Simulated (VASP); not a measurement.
The system is C.

```
CELL_PARAMETERS angstrom
2.47000 0.00000 0.00000
-1.23500 2.13908 0.00000
0.00000 0.00000 6.79000
ATOMIC_POSITIONS crystal
C 0.00000 0.00000 0.00000
C 0.00000 0.00000 0.50000
C 0.33333 0.66667 0.00500
C 0.66667 0.33333 0.50500
```

- Program: VASP 6.6.1
- Task: relaxation of the atoms
- Functional: PBE
- Potentials or basis: VASP PAW PBE potentials, release 64 (C)
- Cutoff: 520 eV
- k mesh: 15 × 15 × 5
- Occupations: fermi-dirac, width 0.05 eV
- Spin: no spin polarisation

At the start: pressure 0.0 GPa; volume 8.97 Å³/atom.

Problem. How do energy, volume and symmetry change on relaxing?

Solution. Over 3 steps the energy falls by 4.8 meV/atom; space group P6_3/mmc (No. 194, to 0.1 Å) before and after.

The path:
```csv
step,energy change (eV),largest force (eV/Å),pressure (GPa)
1,0.0000,0.5675,0.04
2,-0.0120,0.3470,0.08
3,-0.0193,0.0006,0.10
```

Final structure:
```cif
data_structure
_symmetry_space_group_name_H-M 'P 1'
_symmetry_Int_Tables_number 1
_cell_length_a 2.4700
_cell_length_b 2.4700
_cell_length_c 6.7900
_cell_angle_alpha 90.000
_cell_angle_beta 90.000
_cell_angle_gamma 120.000
_cell_volume 35.88
loop_
_atom_site_label
_atom_site_type_symbol
_atom_site_fract_x
_atom_site_fract_y
_atom_site_fract_z
_atom_site_occupancy
C1 C 0.00000 0.00000 0.00250 1
C2 C 0.00000 0.00000 0.50250 1
C3 C 0.33333 0.66667 0.00250 1
C4 C 0.66667 0.33333 0.50250 1
```

Caveat: this functional lacks dispersion, which binds the layers, so the pressure and a relaxed spacing across them are unreliable.
